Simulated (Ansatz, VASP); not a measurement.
## Two plane-wave programs on Pd

File POSCAR:

```
Pd
1.0
    2.7150400000      0.0224700000      0.0080900000
   -1.3380600000      2.4184500000      0.0252600000
    0.0134500000      0.0562600000      4.6237900000
Pd
2
Direct
    0.6497535991      0.3293942733      0.7507899676
    0.3445300000      0.6663400000      0.2523500000
```

The input INCAR.step1:

```
PREC     = Accurate       # precision mode
ENCUT    = 520            # plane-wave cutoff, eV
ISMEAR   = 1              # smearing method
SIGMA    = 0.1            # smearing width, eV
LREAL    = F              # projectors in reciprocal space
LASPH    = T              # aspherical terms in the spheres
NELM     = 80             # most SCF steps
NBANDS   = 17             # bands
GGA      = PE             # functional
ALGO     = Normal         # electronic algorithm
EDIFF    = 1E-4           # SCF threshold, eV
LWAVE    = T              # write WAVECAR
LCHARG   = F              # write CHGCAR
```

Contents of INCAR.step2:

```
PREC     = Accurate       # precision mode
ENCUT    = 520            # plane-wave cutoff, eV
EDIFF    = 1E-6           # SCF threshold, eV
ISMEAR   = 1              # smearing method
SIGMA    = 0.1            # smearing width, eV
LREAL    = F              # projectors in reciprocal space
LASPH    = T              # aspherical terms in the spheres
NELM     = 80             # most SCF steps
ALGO     = Normal         # electronic algorithm
ISIF     = 2              # what is computed and relaxed
LWAVE    = F              # write WAVECAR
LCHARG   = F              # write CHGCAR
METAGGA  = R2SCAN         # meta-GGA
LMIXTAU  = T            
IVDW     = 13             # dispersion correction
VDW_S6   = 1.0          
VDW_S8   = 0.6018749    
VDW_A1   = 0.51559235   
VDW_A2   = 5.77342911   
NBANDS   = 17             # bands
ISTART   = 1
```

Contents of KPOINTS:

```
Automatic mesh
0
Gamma
  8 8 4
```

Input for Ansatz:

```yaml
crystal:
  lattice:
    - [2.71504, 0.02247, 0.00809]
    - [-1.33806, 2.41845, 0.02526]
    - [0.01345, 0.05626, 4.62379]
  atoms:
    - { symbol: Pd, position: [0.6497535990851098, 0.3293942732946917, 0.7507899676326082] }
    - { symbol: Pd, position: [0.34453, 0.66634, 0.25235] }
basis:
  ecutwfc: 650.0
  xc_grid: 2
kpoints:
  mp_grid:
    grid: [8, 8, 4]
hamiltonian:
  xc: r2scan
  dispersion: d4
scf:
  convergence:
    dr2_threshold: 1.0e-09
  mixing:
    algorithm: msr1
    preconditioner: none
  occupations:
    method: methfessel_paxton
  initial_density:
    normalization: atom
output:
  forces: true
  stress: true
```

Alike in both runs: task single point; functional r2SCAN; dispersion D4; k mesh 8 × 8 × 4; no spin polarisation.

```csv
,VASP,Ansatz
version,VASP 6.6.1,Ansatz 0.2.0
potentials or method,"VASP PAW PBE potentials, release 64 (Pd), cutoff 520 eV","plane waves, PAW"
occupations,"methfessel-paxton of order 1, width 0.1 eV",methfessel-paxton of order 1
valence electrons in the cell,20,36
```

VASP gave:

| Property | Result |
| --- | --- |
| pressure (GPa) | -3.3 |
| traceless stress, the component that is largest in VASP (GPa) | -2.01 |
| rms of the force components (eV/Å) | 0.079 |

**Question.** Which values does Ansatz return?

**Answer.** Pressure (GPa): -3.9; traceless stress, the component that is largest in VASP (GPa): -2.00; rms of the force components (eV/Å): 0.079.

VASP's potentials were made for PBE, not for r2SCAN. Atom by atom the forces differ by 0.002 eV/Å (rms over components). VASP's potentials hold 20 valence electrons a cell and Ansatz's 36, so a difference there can come from the potentials and not from the codes. Ansatz's warnings: stress scf threshold loose.
